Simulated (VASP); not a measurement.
Here is a VASP 6.6.1 calculation.

Contents of INCAR:

```
SYSTEM = Zn
ALGO     = Normal         ! electronic algorithm
EDIFF    = 1E-6           ! SCF threshold, eV
ENCUT    = 500            ! plane-wave cutoff, eV
GGA      = CA             ! functional
GGA_COMPAT= .False.      
ISIF     = 2              ! what is computed and relaxed
ISMEAR   = -1             ! smearing method
LASPH    = .True.         ! aspherical terms in the spheres
LCHARG   = .False.        ! write CHGCAR
LREAL    = .False.        ! projectors in reciprocal space
LWAVE    = .False.        ! write WAVECAR
NBANDS   = 12             ! bands
NELM     = 120            ! most SCF steps
PREC     = Accurate       ! precision mode
SIGMA    = 0.15           ! smearing width, eV
```

The input KPOINTS:

```
k-points
0
Gamma
  10 10 10
  0 0 0
```

The input POSCAR:

```
Zn
1.0
    0.0000000000      1.9515931597      1.9515931597
    1.9515931597      0.0000000000      1.9515931597
    1.9515931597      1.9515931597      0.0000000000
Zn
1
Direct
    0.0000000000      0.0000000000      0.0000000000
```

Potentials or basis: VASP PAW LDA potentials, release 64 (Zn).

The run is started by

```console
$ cat potpaw_LDA.64/Zn/POTCAR > POTCAR
$ mpirun -np 1 vasp_std > vasp.out
```

(1) What does it give for the band gap on the k mesh?

(2) Predict the pressure.

Answers

(1) zero (band 6 reaches 4.17 eV, above the bottom of band 7 at 1.59 eV).

(2) -6.9 GPa.
